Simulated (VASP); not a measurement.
Runs of VASP 6.6.1 on GaN. The structure is that of space group F-43m (No. 216), or close to it. The cells are those of the table. 

| level | cell | smearing | gap on the mesh (eV) | pressure (GPa) | largest force (eV/Å) |
| --- | --- | --- | --- | --- | --- |
| PBE | a = 3.181, b = 3.181, c = 3.154 Å, angles 60.3, 60.3, 60.5°, 2 atoms | fermi-dirac 0.02 eV | 1.70 | 6.3 | 0.01 |
| PBE | a = 3.180, b = 3.172, c = 3.172 Å, angles 60.2, 59.9, 59.9°, 2 atoms | fermi-dirac 0.02 eV | 1.78 | 7.4 | - |
| PBE | a = 3.212 Å, angles 59.3°, 2 atoms | fermi-dirac 0.02 eV | 1.63 | (b) | 0.01 |
| r2SCAN | a = 3.181, b = 3.181, c = 3.154 Å, angles 60.3, 60.3, 60.5°, 2 atoms | gaussian 0.01 eV | (a) | 1.1 | 0.01 |
| r2SCAN | a = 3.180, b = 3.172, c = 3.172 Å, angles 60.2, 59.9, 59.9°, 2 atoms | gaussian 0.01 eV | 2.18 | (c) | - |
| r2SCAN | a = 3.212 Å, angles 59.3°, 2 atoms | gaussian 0.01 eV | 2.02 | -1.6 | - |

Alike in all rows: task single point; potentials or basis VASP PAW PBE potentials, release 64 (Ga_d, N); no spin polarisation; k mesh 10 × 10 × 10; cutoff (eV) 520.

Fill in the values left out.

(a) 2.10; (b) 3.4; (c) 2.2.

Caveats: the PAW data sets were made with another functional, which shifts forces and pressure a little (some runs).

A k mesh can miss the band edges, and the runs leave out spin-orbit coupling on Ga.
